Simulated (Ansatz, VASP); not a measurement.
TiCo: VASP beside Ansatz

```
Ti Co
1.0
     2.97344    0.00000    0.00000
     0.00000    2.97344    0.00000
     0.00000    0.00000    2.97344
Ti Co
1 1
Cartesian
  1.4867 1.4867 1.4867
  0.0000 0.0000 0.0000
```

Alike in both runs: task relaxation of cell and atoms; functional PBE; k mesh 14 × 14 × 14; occupations gaussian, width 0.1 eV; collinear spin.

|  | VASP | Ansatz |
| --- | --- | --- |
| version | VASP 6.6.1 | Ansatz 0.2.0 |
| potentials or method | VASP PAW PBE potentials, release 64 (Ti_sv, Co), cutoff 600 eV | scalar-relativistic, plane waves, PAW |
| valence electrons in the cell | 21 | 29 |

```tsv
	VASP	Ansatz	Ansatz less VASP
gap on the k mesh at the Fermi level, each at its own relaxed structure (eV)	none	none	-
net moment per atom (μB)	0.44	0.44	+0.008
size of the moment on the site where the two differ most (μB)	0.95	0.99	+0.041
relaxed volume (Å³/atom)	13.27	13.30	+0.038
relaxed cell length with the largest relative difference (Å)	2.983	2.985	+0.0028
```

Site moments also hang on the region over which each program counts them. A gap of «none» marks a metal or a gap that the smearing closes. VASP's potentials hold 21 valence electrons a cell and Ansatz's 29, so a difference there can come from the potentials and not from the codes.
